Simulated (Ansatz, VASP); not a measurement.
## One calculation of CsBr, two programs

```
Cs Br
1.0
     3.48294    0.00000    0.00000
     0.00000    3.48294    0.00000
     0.00000    0.00000    3.48294
Cs Br
1 1
Direct
  0.00000 0.00000 0.00000
  0.50000 0.50000 0.50000
```

Change from the starting cell: volume scaled by 0.5, PAW files.

Alike in both runs: task single point; functional PBE; k mesh 11 × 11 × 11; occupations fermi-dirac, width 0.1 eV; no spin polarisation.

|  | VASP | Ansatz |
| --- | --- | --- |
| version | VASP 6.6.1 | Ansatz 0.2.0 |
| potentials or method | VASP PAW PBE potentials, release 64 (Cs_sv, Br) | PAW with Ansatz's default frozen-core files, scalar-relativistic |
| plane-wave cutoff (eV) | 500 | 420 |
| valence electrons in the cell | 16 | 16 |

Ansatz gave:

```
pressure (GPa) : 48.3
```

**Question.** Estimate VASP's values.

**Answer.** Pressure (GPa): 49.6.

Both programs put the cell under a high pressure, so it lies far from rest at this level. The functional is the same, so the differences come from potentials, cutoffs and numerics.

Spin-orbit coupling is off throughout.
